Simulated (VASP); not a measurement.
Input of a VASP 6.6.1 run:

Contents of INCAR:

```
PREC = Accurate
ENCUT = 520
EDIFF = 1E-7
ISMEAR = 0
SIGMA = 0.05
LREAL = False
LASPH = True
NELM = 80
ALGO = Normal
ISIF = 2
LWAVE = False
LCHARG = False
GGA = PE
NBANDS = 28
```

File KPOINTS:

```
regular mesh
0
Gamma
  8 8 6
```

File POSCAR:

```
PbO
1.0
    4.0925140779      0.0333772777      0.0006170725
    0.0333772777      4.0897459506     -0.0259275363
    0.0008513567     -0.0357714537      5.6154613341
Pb O
2 2
Direct
    0.5097908820      0.0169530023      0.2119926876
   -0.0170428836      0.5035983396      0.7838295382
   -0.0161766502      0.0161876857     -0.0143124164
    0.5234286519      0.4632609724      0.0184901907
```

Potentials or basis: VASP PAW PBE potentials, release 64 (Pb_d, O).

Run with:

```console
$ cat potpaw_PBE.64/Pb_d/POTCAR potpaw_PBE.64/O/POTCAR > POTCAR
$ mpirun -np 1 vasp_std > vasp.out
```

Question: What does it give for the largest force?

Answer: 2.079 eV/Å.

Question: What does it give for the pressure?

Answer: 0.2 GPa.

Question: Predict the band gap on the k mesh.

Answer: 1.76 eV, indirect (least direct gap 1.91 eV).

Stress tensor (GPa, compression positive):
```
-1.76 -1.43 -1.18
-1.43  2.72 -1.57
-1.18 -1.57 -0.31
```

Caveat: the cell differs from its parent crystal (atoms moved at random and the cell strained at random); spin-orbit coupling is left out, which moves the levels of the heavy elements; forces of over 1 eV/Å act on the atoms, so gaps and moduli don't describe the material at rest. A k mesh can miss the band edges.
